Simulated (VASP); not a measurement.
CuO:

```
Cu O
1.0
     2.33985   -1.73840    0.00000
     2.33985    1.73840    0.00000
    -0.76940    0.00000    5.06115
Cu O
2 2
Cartesian
  1.1699 0.8692 0.0000
  0.7852 -0.8692 2.5306
  2.1475 -0.1318 1.2653
  1.7628 0.1318 3.7959
```

Program: VASP 6.6.1. Alike in all runs: task single point; level r2SCAN; potentials or basis VASP PAW PBE potentials, release 64 (Cu, O); spin collinear, ferromagnetic start; cell as given; k mesh 8 × 8 × 5; cutoff (eV) 520; smearing gaussian 0.1 eV.

Q: Order these runs on this cell by their pressure, lowest first.
A. 
B. fixed moment (μB) 3.52
C. fixed moment (μB) 2.64

A: A (2.3 GPa), C (8.9 GPa), B (14.4 GPa).

Caveats: the PAW data sets were made with another functional, which shifts forces and pressure a little; the total moment is fixed, so each spin has its own Fermi level (some runs).
